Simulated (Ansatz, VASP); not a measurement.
## Two plane-wave programs on H

```
H
1.0
     1.62349   -2.72718   -0.09891
     1.62349    2.72718   -0.09891
    -0.37883    0.00000    6.11179
H
4
Direct
  0.59984 0.37764 0.98812
  0.40016 0.62236 0.01188
  0.37764 0.59984 0.48812
  0.62236 0.40016 0.51188
```

Alike in both runs: task single point; functional PBEsol; k mesh 8 × 8 × 4; occupations gaussian, width 0.02 eV; no spin polarisation.

```csv
,VASP,Ansatz
version,VASP 6.6.1,Ansatz 0.2.0
potentials or method,"VASP PAW PBE potentials, release 64 (H), cutoff 520 eV","scalar-relativistic, plane waves, PAW"
valence electrons in the cell,4,4
```

```csv
,VASP,Ansatz,Ansatz less VASP
gap on the k mesh at the Fermi level (eV),2.31,2.31,-0.001
least direct gap on the mesh (eV),2.31,2.31,-0.001
pressure (GPa),-11.0,-10.9,+0.10
"traceless stress, the component that is largest in VASP (GPa)",-21.09,-21.09,+0.001
rms of the force components (eV/Å),2.443,2.444,+0.0015
```

VASP's potentials were made for PBE, not for PBEsol. Atom by atom the forces differ by 0.001 eV/Å (rms over components). With one functional, cell and mesh, what is left measures potentials, basis and numerics.
